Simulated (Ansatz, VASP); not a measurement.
**InSb3 in VASP and in Ansatz**

```xyz
4
Lattice="4.8064 0.0000 0.0000 0.0000 4.8064 0.0000 0.0000 0.0000 4.8064" Properties=species:S:1:pos:R:3 pbc="T T T"
In    0.0000    0.0000    0.0000
Sb    2.4032    0.0000    2.4032
Sb    0.0000    2.4032    2.4032
Sb    2.4032    2.4032    0.0000
```

Alike in both runs: task single point; functional PBE; k mesh 6 × 6 × 6; occupations gaussian, width 0.1 eV; no spin polarisation.

|  | VASP | Ansatz |
| --- | --- | --- |
| version | VASP 6.6.1 | Ansatz 0.2.0 |
| potentials or method | VASP PAW PBE potentials, release 64 (In_d, Sb), cutoff 520 eV | scalar-relativistic, plane waves, PAW |
| valence electrons in the cell | 28 | 58 |

```csv
,VASP,Ansatz,Ansatz less VASP
gap on the k mesh at the Fermi level (eV),none,none,-
pressure (GPa),0.1,0.2,+0.11
```

A gap of «none» marks a metal or a gap that the smearing closes. VASP's potentials hold 28 valence electrons a cell and Ansatz's 58, so a difference there can come from the potentials and not from the codes. Ansatz's warnings: band edges overlap.

Spin-orbit coupling is off throughout.
